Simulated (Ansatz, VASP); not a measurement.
## One calculation of Cd, two programs

```
CELL_PARAMETERS angstrom
0.00000 2.25390 2.25390
2.25390 0.00000 2.25390
2.25390 2.25390 0.00000
ATOMIC_POSITIONS crystal
Cd 0.00000 0.00000 0.00000
```

Alike in both runs: task relaxation of cell and atoms; functional PBE; k mesh 16 × 16 × 16; occupations fermi-dirac, width 0.05 eV; no spin polarisation.

```csv
,VASP,Ansatz
version,VASP 6.6.1,Ansatz 0.2.0
potentials or method,"VASP PAW PBE potentials, release 64 (Cd), cutoff 600 eV","all-electron LAPW, non-relativistic"
```

|  | VASP | Ansatz | Ansatz less VASP |
| --- | --- | --- | --- |
| relaxed volume (Å³/atom) | 22.96 | 23.83 | +0.865 |
| relaxed cell length with the largest relative difference (Å) | 3.190 | 3.230 | +0.0396 |

Ansatz ran all-electron here, and VASP with PAW potentials.
